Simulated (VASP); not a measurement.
# Ta5HC in VASP: single point with PBEsol

Aim: the single point of Ta5HC with PBEsol.

Program: VASP 6.6.1. These are calculated values, not measurements. Logs are shortened: lines on timing, memory, paths and dates and some standing lists are left out, and cuts for length are marked.

### 1 The cell of the first run

The cell holds a slab with vacuum, 7 atoms: a = 3.281 Å, b = 3.281 Å, c = 26.661 Å, α = 90.00°, β = 90.00°, γ = 90.00°.

### 2 Single point, PBEsol

Input file INCAR:

```
SYSTEM = Ta5HC
PREC     = Accurate       ! precision mode
ENCUT    = 520            ! plane-wave cutoff, eV
EDIFF    = 1E-7           ! SCF threshold, eV
ISMEAR   = 0              ! smearing method
SIGMA    = 0.1            ! smearing width, eV
LREAL    = .False.        ! projectors in reciprocal space
LASPH    = .True.         ! aspherical terms in the spheres
NELM     = 60             ! most SCF steps
ALGO     = Normal         ! electronic algorithm
ISIF     = 2              ! what is computed and relaxed
LWAVE    = .False.        ! write WAVECAR
LCHARG   = .False.        ! write CHGCAR
LDIPOL   = .True.       
IDIPOL   = 3            
DIPOL    = 0.5 0.5 0.497
GGA      = PS             ! functional
NBANDS   = 39             ! bands
```

Input file KPOINTS:

```
Automatic mesh
0
Gamma
  9 9 1
  0 0 0
```

Input file POSCAR:

```
Ta5HC
1.0
    3.2805195243      0.0000000000      0.0000000000
    0.0000000000      3.2805195243      0.0000000000
    0.0000000000      0.0000000000     26.6610390486
Ta C H
5 1 1
Direct
    0.5000000000      0.5000000000      0.3188172818
    0.0000000000      0.0000000000      0.3803400064
    0.5000000000      0.5000000000      0.4416030942
    0.0000000000      0.0000000000      0.5029385432
    0.5000000000      0.5000000000      0.5691388516
    0.0000000000      0.5000000000      0.6129350789
    0.0000000000      0.5000000000      0.6544107716
```

Potentials or basis: VASP PAW PBE potentials, release 64 (Ta_pv, C, H).

Command:

```console
$ cat potpaw_PBE.64/Ta_pv/POTCAR potpaw_PBE.64/C/POTCAR potpaw_PBE.64/H/POTCAR > POTCAR
$ mpirun -np 1 vasp_std > vasp.out
```

OUTCAR:

```text
SYSTEM = Ta5HC
   PREC = Accurate
   ENCUT = 520
   EDIFF = 1E-7
   ISMEAR = 0
   LREAL = .False.
   LASPH = .True.
   NELM = 60
   ISIF = 2
   GGA = PS

 ion  position               nearest neighbor table
   1  0.500  0.500  0.319-   2 2.84   2 2.84   2 2.84   2 2.84   3 3.27
   2  0.000  0.000  0.380-   3 2.84   3 2.84   3 2.84   3 2.84   1 2.84   1 2.84   1 2.84   1 2.84
                             4 3.27
   3  0.500  0.500  0.442-   2 2.84   2 2.84   2 2.84   2 2.84   4 2.84   4 2.84   4 2.84   4 2.84
                             1 3.27   5 3.40
   4  0.000  0.000  0.503-   3 2.84   3 2.84   3 2.84   3 2.84   5 2.91   5 2.91   5 2.91   5 2.91
                             2 3.27
   5  0.500  0.500  0.569-   6 2.01   6 2.01   4 2.91   4 2.91   4 2.91   4 2.91   3 3.40
   6  0.000  0.500  0.613-   7 1.11   5 2.01   5 2.01
   7  0.000  0.500  0.654-   6 1.11

  LATTYP: Found a simple tetragonal cell.
 ALAT       =     3.2805195243
 C/A-ratio  =     8.1270783030

  Lattice vectors:

 A1 = (   3.2805195243,   0.0000000000,   0.0000000000)
 A2 = (   0.0000000000,   3.2805195243,   0.0000000000)
 A3 = (   0.0000000000,   0.0000000000,  26.6610390486)

Analysis of symmetry for initial positions (statically):
=====================================================================
 Subroutine PRICEL returns:
 Original cell was already a primitive cell.

 Routine SETGRP: Setting up the symmetry group for a
 simple tetragonal supercell.

 Subroutine GETGRP returns: Found  4 space group operations
 (whereof  4 operations were pure point group operations)
 out of a pool of 16 trial point group operations.

The static configuration has the point symmetry C_2v.

Analysis of symmetry for dynamics (positions and initial velocities):
=====================================================================
 Subroutine PRICEL returns:
 Original cell was already a primitive cell.

 Routine SETGRP: Setting up the symmetry group for a
 simple tetragonal supercell.

 Subroutine GETGRP returns: Found  4 space group operations
 (whereof  4 operations were pure point group operations)
 out of a pool of 16 trial point group operations.

The dynamic configuration has the point symmetry C_2v.

 Subroutine INISYM returns: Found  4 space group operations
 (whereof  4 operations are pure point group operations),
 and found     1 'primitive' translations

----------------------------------------------------------------------------------------

                                     Primitive cell

  volume of cell :     286.9210

  direct lattice vectors                    reciprocal lattice vectors
     3.280519524  0.000000000  0.000000000     0.304829766  0.000000000  0.000000000
     0.000000000  3.280519524  0.000000000     0.000000000  0.304829766  0.000000000
     0.000000000  0.000000000 26.661039049     0.000000000  0.000000000  0.037507916

  length of vectors
     3.280519524  3.280519524 26.661039049     0.304829766  0.304829766  0.037507916

  position of ions in fractional coordinates (direct lattice)
     0.500000000  0.500000000  0.318817282
     0.000000000  0.000000000  0.380340006
     0.500000000  0.500000000  0.441603094
     0.000000000  0.000000000  0.502938543
     0.500000000  0.500000000  0.569138852
     0.000000000  0.500000000  0.612935079
     0.000000000  0.500000000  0.654410772

  ion indices of the primitive-cell ions
   primitive index   ion index
                 1           1
                 2           2
                 3           3
                 4           4
                 5           5
                 6           6
                 7           7

----------------------------------------------------------------------------------------

 KPOINTS: Automatic mesh

Automatic generation of k-mesh.
 Grid dimensions read from file:
 generate k-points for:    9    9    1

 Generating k-lattice:

  Cartesian coordinates                     Fractional coordinates (reciprocal lattice)
     0.033869974  0.000000000  0.000000000     0.111111111  0.000000000  0.000000000
     0.000000000  0.033869974  0.000000000     0.000000000  0.111111111  0.000000000
     0.000000000  0.000000000  0.037507916     0.000000000  0.000000000  1.000000000

  Length of vectors
     0.033869974  0.033869974  0.037507916

  Shift w.r.t. Gamma in fractional coordinates (k-lattice)
     0.000000000  0.000000000  0.000000000

 Subroutine IBZKPT returns following result:
 ===========================================

 Found     25 irreducible k-points:

 Following reciprocal coordinates:
            Coordinates               Weight
  0.000000  0.000000  0.000000      1.000000
  0.111111  0.000000  0.000000      2.000000
  0.000000  0.111111  0.000000      2.000000
  0.222222  0.000000  0.000000      2.000000
  0.000000  0.222222  0.000000      2.000000
  0.333333  0.000000  0.000000      2.000000
[... 16 lines left out ...]
  0.444444  0.333333  0.000000      4.000000
 -0.333333  0.444444  0.000000      4.000000
   k-points           NKPTS =     25   k-points in BZ     NKDIM =     25   number of bands    NBANDS=     39
   number of dos      NEDOS =    301   number of ions     NIONS =      7
   total plane-waves  NPLWV = 115200
   dimension x,y,z NGX =    24 NGY =   24 NGZ =  200
   dimension x,y,z NGXF=    48 NGYF=   48 NGZF=  400
   ions per type =               5   1   1
   NGX,Y,Z   is equivalent  to a cutoff of  12.16, 12.16, 12.47 a.u.
   NGXF,Y,Z  is equivalent  to a cutoff of  24.32, 24.32, 24.94 a.u.
 SYSTEM =  Ta5HC
   PREC   = accura    normal or accurate (medium, high low for compatibility)
   ISTART =      0    job   : 0-new  1-cont  2-samecut
   ICHARG =      2    charge: 1-file 2-atom 10-const
   ISPIN  =      1    spin polarized calculation?
   LNONCOLLINEAR =      F non collinear calculations
   LSORBIT =      F    spin-orbit coupling
   LASPH  =      T    aspherical Exc in radial PAW
   ENCUT  =  520.0 eV  38.22 Ry    6.18 a.u.   6.10  6.10 49.57*2*pi/ulx,y,z
   NELM   =     60;   NELMIN=  2; NELMDL= -5     # of ELM steps
   EDIFF  = 0.1E-06   stopping-criterion for ELM
   LREAL  =      F    real-space projection
   EDIFFG = 0.1E-05   stopping-criterion for IOM
   NSW    =      0    number of steps for IOM
   IBRION =     -1    ionic relax: 0-MD 1-quasi-New 2-CG
   NFREE  =      0    steps in history (QN), initial steepest desc. (CG)
   ISIF   =      2    stress and relaxation
   ISYM   =      2    0-nonsym 1-usesym 2-fastsym
   POTIM  = 0.5000    time-step for ionic-motion
   TEBEG  =    0.0;   TEEND  =   0.0 temperature during run
   PSTRESS=    0.0 pullay stress
   NELECT =      60.0000    total number of electrons
   NUPDOWN=      -1.0000    fix difference up-down
   EMIN   =  10.00;   EMAX   =-10.00  energy-range for DOS
   EFERMI =   0.00;   METHOD = LEGACY
   ISMEAR =     0;   SIGMA  =   0.10  broadening in eV -4-tet -1-fermi 0-gaus
   EFERMI_NEDOS =   21; number of points for ismear=-14 and -15
   IALGO  =     38    algorithm
   IMIX   =      4    mixing-type and parameters
     AMIX     =   0.40;   BMIX     =  1.00
     AMIX_MAG =   1.60;   BMIX_MAG =  1.00
  volume/ion in A,a.u.               =      40.99       276.61
  Fermi-wavevector in a.u.,A,eV,Ry     =   0.971713  1.836270 12.846965  0.944225
  Thomas-Fermi vector in A             =   2.101952
   LORBIT       =      0    0 simple, 1 ext, 2 COOP (PROOUT), +10 PAW based schemes
   GGA     = PS    functional components
   LHFCALC =     F    Hartree Fock is set to
   AEXX    =    0.0000 exact exchange contribution
   IVDW    =     0    specifies the selected vdW correction
   LEPSILON=     F    determine dielectric tensor
   LRPA    =     F    only Hartree local field effects (RPA)
 non-spin polarized calculation
 Gauss-broadening in eV      SIGMA  =   0.10
  energy-cutoff  :      520.00
  volume of cell :      286.92
 maximum number of plane-waves:      7774
   NGX = 13   NGY = 13   NGZ = 99

 dipolmoment           0.000000      0.000000      0.002930 electrons x Angstroem

 number of electron      60.0000022 magnetization

 dipolmoment           0.000000      0.000000     -0.016347 electrons x Angstroem

 Free energy of the ion-electron system (eV)
  ---------------------------------------------------
  ext. energy  EPLUGINS =         0.00000000
  ---------------------------------------------------
  free energy    TOTEN  =       -71.33947495 eV

  energy without entropy =      -71.31131801  energy(sigma->0) =      -71.32539648

 E-fermi :  -0.5751     XC(G=0):  -5.2340

 val. band max:       -0.5965391807   @ k =   0.0000   0.0000   0.0000
 cond. band min:      -0.5691361008   @ k =   0.0000   0.4444   0.0000
 fundamental gap:      0.0274030799
 Fermi energy:        -0.5750641901

 k-point     1 :       0.0000    0.0000    0.0000
  band No.  band energies     occupation
      1     -35.3626      2.00000
      2     -35.1884      2.00000
      3     -35.1784      2.00000
      4     -34.7983      2.00000
      5     -34.6937      2.00000
      6     -34.6913      2.00000
[... 31 lines left out ...]
     38       2.0749      0.00000
     39       2.3497      0.00000

 k-point     2 :       0.1111    0.0000    0.0000
  band No.  band energies     occupation
      1     -35.3663      2.00000
      2     -35.2198      2.00000
      3     -35.1709      2.00000
      4     -34.8106      2.00000
      5     -34.7466      2.00000
      6     -34.6788      2.00000
[... 913 lines left out ...]
     38       3.0719      0.00000
     39       3.4547      0.00000

 k-point    24 :      -0.3333    0.4444    0.0000
  band No.  band energies     occupation
      1     -35.4023      2.00000
      2     -35.3851      2.00000
      3     -35.2880      2.00000
      4     -34.9759      2.00000
      5     -34.9137      2.00000
      6     -34.7914      2.00000
[... 31 lines left out ...]
     38       2.9826      0.00000
     39       3.4044      0.00000

 [... further k-points ...]

------------------------ aborting loop because EDIFF is reached ----------------------------------------

 vacuum level on the upper side and lower side of the slab       (xc-potential included)        -0.184         0.066

  FORCE on cell =-STRESS in cart. coord.  units (eV):
  Direction    XX          YY          ZZ          XY          YZ          ZX
  --------------------------------------------------------------------------------------
  -------------------------------------------------------------------------------------
  Total       -4.3804230     -2.9691432     -1.8020445      0.0000000      0.0000000      0.0000000
  in kB      -24.4604423    -16.5798044    -10.0626827      0.0000000      0.0000000      0.0000000
  external PRESSURE =     -17.0343098 kB  Pullay stress =       0.0000000 kB

 VOLUME and BASIS-vectors are now :
 -----------------------------------------------------------------------------
  energy-cutoff  :      520.00
  volume of cell :      286.92
      direct lattice vectors                 reciprocal lattice vectors
     3.280519524  0.000000000  0.000000000     0.304829766  0.000000000  0.000000000
     0.000000000  3.280519524  0.000000000     0.000000000  0.304829766  0.000000000
     0.000000000  0.000000000 26.661039049     0.000000000  0.000000000  0.037507916

 POSITION                                       TOTAL-FORCE (eV/Angst)
 -----------------------------------------------------------------------------------
      1.64026      1.64026      8.50000         0.000000      0.000000      1.176046
      0.00000      0.00000     10.14026         0.000000      0.000000     -1.191664
      1.64026      1.64026     11.77360         0.000000      0.000000      0.003521
      0.00000      0.00000     13.40886         0.000000      0.000000      0.000208
      1.64026      1.64026     15.17383         0.000000      0.000000     -0.051123
      0.00000      1.64026     16.34149         0.000000      0.000000      0.032032
      0.00000      1.64026     17.44727         0.000000      0.000000      0.030980
 -----------------------------------------------------------------------------------
    total drift:                                0.000000     -0.000000     -0.000529

  FREE ENERGIE OF THE ION-ELECTRON SYSTEM (eV)
  ---------------------------------------------------
  free  energy   TOTEN  =       -71.3394749523 eV

  energy  without entropy=      -71.3113180064  energy(sigma->0) =      -71.32539648

 vacuum level on the upper side and lower side of the slab         3.178         3.440
```

It took 18 min on 1 thread of Intel Xeon 8259CL, shared host; peak memory 0.49 GiB.

Results:

| Item | Value |
| --- | --- |
| Free energy | -71.3395 eV |
| Largest force | 1.192 eV/Å |
| Band gap on the k mesh | zero (bands 30 and 31 overlap by 0.93 eV) |

Forces on the atoms (eV/Å):
```
Ta   0.000  0.000  1.176
Ta   0.000  0.000 -1.192
Ta   0.000  0.000  0.004
Ta   0.000  0.000  0.000
Ta   0.000  0.000 -0.051
C    0.000  0.000  0.032
H    0.000  0.000  0.031
```

Levels at points of the mesh, in eV from the Fermi level:
| k point | band 27 | band 28 | band 29 | band 30 | band 31 | band 32 | band 33 | band 34 |
| --- | --- | --- | --- | --- | --- | --- | --- | --- |
| (0.00, 0.00, 0.00) | -0.14 | -0.02 | 0.45 | 0.46 | 0.63 | 0.74 | 0.82 | 1.51 |

Caveat: the PAW data sets were made with another functional, which shifts forces and pressure a little; spin-orbit coupling is left out, which moves the levels of the heavy elements.
